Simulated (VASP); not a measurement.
# HfN (rock salt type) in VASP: further runs, part 2 of 2

VASP 6.6.1. Earlier steps stand in the parts before.

**5. Single point, PBE**

File INCAR:

```
SYSTEM = HfN
ALGO = Normal
EDIFF = 1E-7
ENCUT = 520
GGA = PE
ISIF = 2
ISMEAR = -1
LASPH = .True.
LCHARG = .False.
LREAL = .False.
LWAVE = .False.
NBANDS = 14
NELM = 60
PREC = Accurate
SIGMA = 0.1
```

File KPOINTS:

```
k-points
0
Gamma
  8 8 8
  0 0 0
```

File POSCAR:

```
HfN
1.0
    0.0000000000      2.2650000000      2.2650000000
    2.2650000000      0.0000000000      2.2650000000
    2.2650000000      2.2650000000      0.0000000000
Hf N
1 1
Direct
   -0.0044150110      0.0044150110      0.0044150110
    0.5000000000      0.5000000000      0.5000000000
```

Potentials or basis: VASP PAW PBE potentials, release 64 (Hf_pv, N).

The run is started by

```
$ cat potpaw_PBE.64/Hf_pv/POTCAR potpaw_PBE.64/N/POTCAR > POTCAR
$ mpirun -np 1 vasp_std > vasp.out
```

OUTCAR:

```text
SYSTEM = HfN
   EDIFF = 1E-7
   ENCUT = 520
   GGA = PE
   ISIF = 2
   ISMEAR = -1
   LASPH = .True.
   LREAL = .False.
   NELM = 60
   PREC = Accurate

 ion  position               nearest neighbor table
   1  0.996  0.004  0.004-   2 2.25   2 2.27   2 2.27   2 2.27   2 2.27   2 2.28
   2  0.500  0.500  0.500-   1 2.25   1 2.27   1 2.27   1 2.27   1 2.27   1 2.28

  LATTYP: Found a face centered cubic cell.
 ALAT       =     4.5300000000

  Lattice vectors:

 A1 = (   0.0000000000,   2.2650000000,   2.2650000000)
 A2 = (   2.2650000000,   0.0000000000,   2.2650000000)
 A3 = (   2.2650000000,   2.2650000000,   0.0000000000)

Analysis of symmetry for initial positions (statically):
=====================================================================
 Subroutine PRICEL returns:
 Original cell was already a primitive cell.

 Routine SETGRP: Setting up the symmetry group for a
 face centered cubic supercell.

 Subroutine GETGRP returns: Found  8 space group operations
 (whereof  8 operations were pure point group operations)
 out of a pool of 48 trial point group operations.

The static configuration has the point symmetry C_4v.

Analysis of symmetry for dynamics (positions and initial velocities):
=====================================================================
 Subroutine PRICEL returns:
 Original cell was already a primitive cell.

 Routine SETGRP: Setting up the symmetry group for a
 face centered cubic supercell.

 Subroutine GETGRP returns: Found  8 space group operations
 (whereof  8 operations were pure point group operations)
 out of a pool of 48 trial point group operations.

The dynamic configuration has the point symmetry C_4v.

 Subroutine INISYM returns: Found  8 space group operations
 (whereof  8 operations are pure point group operations),
 and found     1 'primitive' translations

----------------------------------------------------------------------------------------

                                     Primitive cell

  volume of cell :      23.2399

  direct lattice vectors                    reciprocal lattice vectors
     0.000000000  2.265000000  2.265000000    -0.220750552  0.220750552  0.220750552
     2.265000000  0.000000000  2.265000000     0.220750552 -0.220750552  0.220750552
     2.265000000  2.265000000  0.000000000     0.220750552  0.220750552 -0.220750552

  length of vectors
     3.203193719  3.203193719  3.203193719     0.382351172  0.382351172  0.382351172

  position of ions in fractional coordinates (direct lattice)
     0.995584989  0.004415011  0.004415011
     0.500000000  0.500000000  0.500000000

  ion indices of the primitive-cell ions
   primitive index   ion index
                 1           1
                 2           2

----------------------------------------------------------------------------------------

 KPOINTS: k-points

Automatic generation of k-mesh.
 Grid dimensions read from file:
 generate k-points for:    8    8    8

 Generating k-lattice:

  Cartesian coordinates                     Fractional coordinates (reciprocal lattice)
[... 39 lines left out ...]
  0.000000  0.375000  0.250000      8.000000
  0.500000  0.250000  0.000000     16.000000
 [... further k-points ...]
   k-points           NKPTS =     59   k-points in BZ     NKDIM =     59   number of bands    NBANDS=     14
   number of dos      NEDOS =    301   number of ions     NIONS =      2
   total plane-waves  NPLWV =  13824
   dimension x,y,z NGX =    24 NGY =   24 NGZ =   24
   dimension x,y,z NGXF=    48 NGYF=   48 NGZF=   48
   ions per type =               1   1
   NGX,Y,Z   is equivalent  to a cutoff of  12.46, 12.46, 12.46 a.u.
   NGXF,Y,Z  is equivalent  to a cutoff of  24.91, 24.91, 24.91 a.u.
 SYSTEM =  HfN
   PREC   = accura    normal or accurate (medium, high low for compatibility)
   ISTART =      0    job   : 0-new  1-cont  2-samecut
   ICHARG =      2    charge: 1-file 2-atom 10-const
   ISPIN  =      1    spin polarized calculation?
   LNONCOLLINEAR =      F non collinear calculations
   LSORBIT =      F    spin-orbit coupling
   LASPH  =      T    aspherical Exc in radial PAW
   ENCUT  =  520.0 eV  38.22 Ry    6.18 a.u.   5.96  5.96  5.96*2*pi/ulx,y,z
   NELM   =     60;   NELMIN=  2; NELMDL= -5     # of ELM steps
   EDIFF  = 0.1E-06   stopping-criterion for ELM
   LREAL  =      F    real-space projection
   EDIFFG = 0.1E-05   stopping-criterion for IOM
   NSW    =      0    number of steps for IOM
   IBRION =     -1    ionic relax: 0-MD 1-quasi-New 2-CG
   NFREE  =      0    steps in history (QN), initial steepest desc. (CG)
   ISIF   =      2    stress and relaxation
   ISYM   =      2    0-nonsym 1-usesym 2-fastsym
   POTIM  = 0.5000    time-step for ionic-motion
   TEBEG  =    0.0;   TEEND  =   0.0 temperature during run
   PSTRESS=    0.0 pullay stress
   NELECT =      15.0000    total number of electrons
   NUPDOWN=      -1.0000    fix difference up-down
   EMIN   =  10.00;   EMAX   =-10.00  energy-range for DOS
   EFERMI =   0.00;   METHOD = LEGACY
   ISMEAR =    -1;   SIGMA  =   0.10  broadening in eV -4-tet -1-fermi 0-gaus
   EFERMI_NEDOS =   21; number of points for ismear=-14 and -15
   IALGO  =     38    algorithm
   IMIX   =      4    mixing-type and parameters
     AMIX     =   0.40;   BMIX     =  1.00
     AMIX_MAG =   1.60;   BMIX_MAG =  1.00
  volume/ion in A,a.u.               =      11.62        78.42
  Fermi-wavevector in a.u.,A,eV,Ry     =   1.414796  2.673576 27.234057  2.001647
  Thomas-Fermi vector in A             =   2.536301
   LORBIT       =      0    0 simple, 1 ext, 2 COOP (PROOUT), +10 PAW based schemes
   GGA     = PE    functional components
   LHFCALC =     F    Hartree Fock is set to
   AEXX    =    0.0000 exact exchange contribution
   IVDW    =     0    specifies the selected vdW correction
   LEPSILON=     F    determine dielectric tensor
   LRPA    =     F    only Hartree local field effects (RPA)
 non-spin polarized calculation
  energy-cutoff  :      520.00
  volume of cell :       23.24
 maximum number of plane-waves:       638
   NGX = 11   NGY = 11   NGZ = 11

 number of electron      15.0000000 magnetization

 Free energy of the ion-electron system (eV)
  ---------------------------------------------------
  ext. energy  EPLUGINS =         0.00000000
  ---------------------------------------------------
  free energy    TOTEN  =       -21.75344578 eV

  energy without entropy =      -21.72608222  energy(sigma->0) =      -21.73976400

 E-fermi :   8.3076     XC(G=0): -12.6908

 val. band max:        8.2644440760   @ k =   0.1250   0.0000   0.0000
 cond. band min:       8.3175411902   @ k =   0.3750   0.1250   0.0000
 fundamental gap:      0.0530971142
 Fermi energy:         8.3076488991

 k-point     1 :       0.0000    0.0000    0.0000
  band No.  band energies     occupation
      1     -22.8747      2.00000
      2     -22.8741      2.00000
      3     -22.8741      2.00000
      4      -9.1452      2.00000
      5       5.2939      2.00000
      6       5.2939      2.00000
      7       5.2944      2.00000
      8       7.9711      1.93322
      9       7.9783      1.92841
     10       7.9783      1.92841
     11      10.0353      0.00000
     12      10.2621      0.00000
     13      10.2706      0.00000
     14      17.8559      0.00000
[... 377 lines left out ...]
      1     -23.6057      2.00000
      2     -23.1977      2.00000
      3     -23.0673      2.00000
      4      -7.3132      2.00000
      5       1.2597      2.00000
      6       2.6852      2.00000
      7       3.2458      2.00000
      8       7.6732      1.99649
      9      12.2780      0.00000
     10      12.7355      0.00000
     11      14.4864      0.00000
     12      14.6009      0.00000
     13      17.3754      0.00000
     14      18.4365      0.00000

 [... further k-points ...]

------------------------ aborting loop because EDIFF is reached ----------------------------------------

  FORCE on cell =-STRESS in cart. coord.  units (eV):
  Direction    XX          YY          ZZ          XY          YZ          ZX
  --------------------------------------------------------------------------------------
  -------------------------------------------------------------------------------------
  Total        0.1799829      0.1589011      0.1589011     -0.0000000      0.0000000      0.0000000
  in kB       12.4081554     10.9547568     10.9547568     -0.0000000      0.0000000      0.0000000
  external PRESSURE =      11.4392230 kB  Pullay stress =       0.0000000 kB

 VOLUME and BASIS-vectors are now :
 -----------------------------------------------------------------------------
  energy-cutoff  :      520.00
  volume of cell :       23.24
      direct lattice vectors                 reciprocal lattice vectors
     0.000000000  2.265000000  2.265000000    -0.220750552  0.220750552  0.220750552
     2.265000000  0.000000000  2.265000000     0.220750552 -0.220750552  0.220750552
     2.265000000  2.265000000  0.000000000     0.220750552  0.220750552 -0.220750552

 POSITION                                       TOTAL-FORCE (eV/Angst)
 -----------------------------------------------------------------------------------
      0.02000      2.26500      2.26500        -0.228041      0.000000      0.000000
      2.26500      2.26500      2.26500         0.228041      0.000000      0.000000
 -----------------------------------------------------------------------------------
    total drift:                               -0.000019      0.000000      0.000000

  FREE ENERGIE OF THE ION-ELECTRON SYSTEM (eV)
  ---------------------------------------------------
  free  energy   TOTEN  =       -21.7534457816 eV

  energy  without entropy=      -21.7260822179  energy(sigma->0) =      -21.73976400
```

OSZICAR:

```text
N       E                     dE             d eps       ncg     rms          rms(c)
DAV:   1     0.369405158439E+02    0.36941E+02   -0.76718E+03  1652   0.100E+03
DAV:   2    -0.227072766874E+02   -0.59648E+02   -0.55553E+02  2206   0.233E+02
DAV:   3    -0.247666413425E+02   -0.20594E+01   -0.20516E+01  1918   0.353E+01
DAV:   4    -0.247741314346E+02   -0.74901E-02   -0.74896E-02  1958   0.251E+00
DAV:   5    -0.247741772482E+02   -0.45814E-04   -0.45814E-04  1916   0.171E-01    0.483E+01
DAV:   6    -0.218631093345E+02    0.29111E+01   -0.83269E+00  1844   0.222E+01    0.412E+01
DAV:   7    -0.217818905964E+02    0.81219E-01   -0.45762E-01  2060   0.605E+00    0.265E+01
DAV:   8    -0.217594450837E+02    0.22446E-01   -0.11379E-01  1868   0.292E+00    0.620E+00
DAV:   9    -0.217535422878E+02    0.59028E-02   -0.16076E-02  1892   0.102E+00    0.198E+00
DAV:  10    -0.217534791027E+02    0.63185E-04   -0.10397E-03  2204   0.308E-01    0.426E-01
DAV:  11    -0.217534478536E+02    0.31249E-04   -0.70131E-05  2060   0.824E-02    0.110E-01
DAV:  12    -0.217534460332E+02    0.18205E-05   -0.74657E-06  2212   0.231E-02    0.160E-02
DAV:  13    -0.217534458441E+02    0.18903E-06   -0.18505E-07  1656   0.434E-03    0.508E-03
DAV:  14    -0.217534457816E+02    0.62573E-07   -0.14255E-08  1120   0.110E-03
   1 F= -.21753446E+02 E0= -.21739764E+02  d E =-.273636E-01
```

stdout:

```text
POSCAR found type information on POSCAR HfN
 POSCAR found :  2 types and       2 ions
 scaLAPACK will be used
 LDA part: xc-table for (Slater+PW92), standard interpolation
 POSCAR, INCAR and KPOINTS ok, starting setup
 FFT: planning ... GRIDC
 FFT: planning ... GRID_SOFT
 FFT: planning ... GRID
 WAVECAR not read
 entering main loop
```

Wall time 12 s (1 thread of AMD EPYC 9R45 (Zen 5), shared host); peak memory 0.12 GiB.

What came out:

```
Free energy   : -21.7534 eV
Pressure      : 1.1 GPa
Largest force : 0.228 eV/Å
```

Forces on the atoms (eV/Å):
```
Hf  -0.228  0.000  0.000
N    0.228  0.000  0.000
```

Stress tensor (GPa, compression positive):
```
1.24 0.00 0.00
0.00 1.10 0.00
0.00 0.00 1.10
```

Levels at points of the mesh, in eV from the Fermi level:
```tsv
k point	band 5	band 6	band 7	band 8	band 9	band 10	band 11	band 12
(0.00, 0.00, 0.00)	-3.01	-3.01	-3.01	-0.34	-0.33	-0.33	1.73	1.95
(0.50, 0.00, 0.00)	-8.83	-6.13	-6.13	3.25	3.66	3.67	4.39	8.74
(0.50, 0.50, 0.00)	-5.41	-3.88	-3.68	-3.57	4.06	5.47	5.47	5.50
(0.00, 0.50, 0.50)	-5.40	-3.77	-3.68	-3.68	4.06	5.47	5.47	5.50
```

Caveat: spin-orbit coupling is left out, which moves the levels of the heavy elements.

**6. Single point, HSE06**

This run uses another cell than the first one, of 10.69 Å³/atom, 0.920 times its volume.

File POSCAR:

```
HfN
1.0
    0.0000000000      2.2029136914      2.2029136914
    2.2029136914      0.0000000000      2.2029136914
    2.2029136914      2.2029136914      0.0000000000
Hf N
1 1
Direct
    0.0000000000      0.0000000000      0.0000000000
    0.5000000000      0.5000000000      0.5000000000
```

File INCAR.step1:

```
SYSTEM = HfN
ALGO = Normal
EDIFF = 1E-5
ENCUT = 520
GGA = PE
ISIF = 2
ISMEAR = -1
LASPH = .True.
LCHARG = .False.
LREAL = .False.
LWAVE = .True.
NBANDS = 14
NELM = 80
PREC = Accurate
SIGMA = 0.1
```

File INCAR.step2:

```
SYSTEM = HfN
ALGO = Normal
EDIFF = 1E-7
ENCUT = 520
GGA = PE
HFSCREEN = 0.2079
ISIF = 2
ISMEAR = -1
ISTART = 1
LASPH = .True.
LCHARG = .False.
LHFCALC = .True.
LREAL = .False.
LWAVE = .False.
NBANDS = 14
NELM = 80
PREC = Accurate
PRECFOCK = Normal
SIGMA = 0.1
```

File KPOINTS:

```
k-points
0
Gamma
  4 4 4
  0 0 0
```

Potentials or basis: VASP PAW PBE potentials, release 64 (Hf_pv, N).

The run is started by

```
$ cat potpaw_PBE.64/Hf_pv/POTCAR potpaw_PBE.64/N/POTCAR > POTCAR
$ cp INCAR.step1 INCAR
$ mpirun -np 1 vasp_std > vasp.out
$ cp INCAR.step2 INCAR
$ mpirun -np 1 vasp_std > vasp.out
```

OUTCAR:

```text
SYSTEM = HfN
   EDIFF = 1E-7
   ENCUT = 520
   GGA = PE
   HFSCREEN = 0.2079
   ISIF = 2
   ISMEAR = -1
   ISTART = 1
   LASPH = .True.
   LHFCALC = .True.
   LREAL = .False.
   NELM = 80
   PREC = Accurate
   PRECFOCK = Normal

 ion  position               nearest neighbor table
   1  0.000  0.000  0.000-   2 2.20   2 2.20   2 2.20   2 2.20   2 2.20   2 2.20
   2  0.500  0.500  0.500-   1 2.20   1 2.20   1 2.20   1 2.20   1 2.20   1 2.20

  LATTYP: Found a face centered cubic cell.
 ALAT       =     4.4058273828

  Lattice vectors:

 A1 = (   0.0000000000,   2.2029136914,   2.2029136914)
 A2 = (   2.2029136914,   0.0000000000,   2.2029136914)
 A3 = (   2.2029136914,   2.2029136914,   0.0000000000)

Analysis of symmetry for initial positions (statically):
=====================================================================
 Subroutine PRICEL returns:
 Original cell was already a primitive cell.

 Routine SETGRP: Setting up the symmetry group for a
 face centered cubic supercell.

 Subroutine GETGRP returns: Found 48 space group operations
[... 167 lines left out ...]
      4     -11.2170      2.00000
      5       5.2076      2.00000
      6       5.2076      2.00000
      7       5.2076      2.00000
      8       8.9499      0.07452
      9       8.9499      0.07452
     10       8.9499      0.07452
     11      11.6707      0.00000
     12      11.6708      0.00000
     13      12.2567      0.00000
     14      19.4154      0.00000
[... 105 lines left out ...]
      1     -25.0293      2.00000
      2     -25.0293      2.00000
      3     -24.7270      2.00000
      4      -9.2018      2.00000
      5       1.4887      2.00000
      6       2.4514      2.00000
      7       2.4514      2.00000
      8      10.5325      0.00000
      9      10.5325      0.00000
     10      15.9996      0.00000
     11      16.1830      0.00000
     12      16.7158      0.00000
     13      21.9118      0.00000
     14      22.8406      0.00000

------------------------ aborting loop because EDIFF is reached ----------------------------------------

  FORCE on cell =-STRESS in cart. coord.  units (eV):
  Direction    XX          YY          ZZ          XY          YZ          ZX
  --------------------------------------------------------------------------------------
  -------------------------------------------------------------------------------------
  Total        2.8041141      2.8041141      2.8041141      0.0000000      0.0000000     -0.0000000
  in kB      210.1279502    210.1279502    210.1279502      0.0000000      0.0000000     -0.0000000
  external PRESSURE =     210.1279502 kB  Pullay stress =       0.0000000 kB

 VOLUME and BASIS-vectors are now :
 -----------------------------------------------------------------------------
  energy-cutoff  :      520.00
  volume of cell :       21.38
      direct lattice vectors                 reciprocal lattice vectors
     0.000000000  2.202913691  2.202913691    -0.226972124  0.226972124  0.226972124
     2.202913691  0.000000000  2.202913691     0.226972124 -0.226972124  0.226972124
     2.202913691  2.202913691  0.000000000     0.226972124  0.226972124 -0.226972124

 POSITION                                       TOTAL-FORCE (eV/Angst)
 -----------------------------------------------------------------------------------
      0.00000      0.00000      0.00000         0.000000     -0.000000      0.000000
      2.20291      2.20291      2.20291        -0.000000      0.000000     -0.000000
 -----------------------------------------------------------------------------------
    total drift:                                0.000000      0.000000      0.000000

  FREE ENERGIE OF THE ION-ELECTRON SYSTEM (eV)
  ---------------------------------------------------
  free  energy   TOTEN  =       -25.2153994478 eV

  energy  without entropy=      -25.1998410984  energy(sigma->0) =      -25.20762027
```

OUTCAR.step1:

```text
SYSTEM = HfN
   EDIFF = 1E-5
   ENCUT = 520
   GGA = PE
   ISIF = 2
   ISMEAR = -1
   LASPH = .True.
[... 337 lines left out ...]
      0.00000      0.00000      0.00000        -0.000000     -0.000000     -0.000000
      2.20291      2.20291      2.20291         0.000000      0.000000      0.000000
 -----------------------------------------------------------------------------------
    total drift:                                0.000000     -0.000000     -0.000000

  FREE ENERGIE OF THE ION-ELECTRON SYSTEM (eV)
  ---------------------------------------------------
  free  energy   TOTEN  =       -21.6086642648 eV

  energy  without entropy=      -21.5808954440  energy(sigma->0) =      -21.59477985
```

Run time: 2.6 min. Hardware: 1 thread of AMD EPYC 9R45 (Zen 5), shared host; peak memory 0.22 GiB.

Results:

| Quantity | Value |
| --- | --- |
| Free energy | -25.2154 eV |
| Pressure | 21.0 GPa |

Caveat: the k points lie up to 0.62 Å⁻¹ apart; the PAW data sets were made with another functional, which shifts forces and pressure a little; spin-orbit coupling is left out, which moves the levels of the heavy elements.

**7. Summary**

| level | cell | k mesh | grid for exact exchange (PRECFOCK) | screening parameter | gap on the mesh (eV) | pressure (GPa) | largest force (eV/Å) |
| --- | --- | --- | --- | --- | --- | --- | --- |
| PBE | a = 3.203 Å, angles 60.0°, 2 atoms | 4 × 4 × 4 | - | - | none | 1.5 | 0.68 |
| PBE | a = 3.203 Å, angles 60.0°, 2 atoms | 8 × 8 × 8 | - | - | none | 1.1 | 0.23 |
| HSE06 | a = 3.115 Å, angles 60.0°, 2 atoms | 4 × 4 × 4 | Normal | 0.2079 1/Å | none | 21.0 | - |

Some of these runs hold the atoms at other places in the same cell, which the table doesn't show; runs alike in all that it shows share one row.

Alike in all rows: task single point; potentials or basis VASP PAW PBE potentials, release 64 (Hf_pv, N); no spin polarisation; cutoff (eV) 520; smearing fermi-dirac 0.1 eV.

Caveats: some runs use coarse meshes; spin-orbit coupling is left out, which moves the levels of the heavy elements; the PAW data sets were made with another functional, which shifts forces and pressure a little (some runs).

Absolute energies hang on the potentials; compare differences alone.
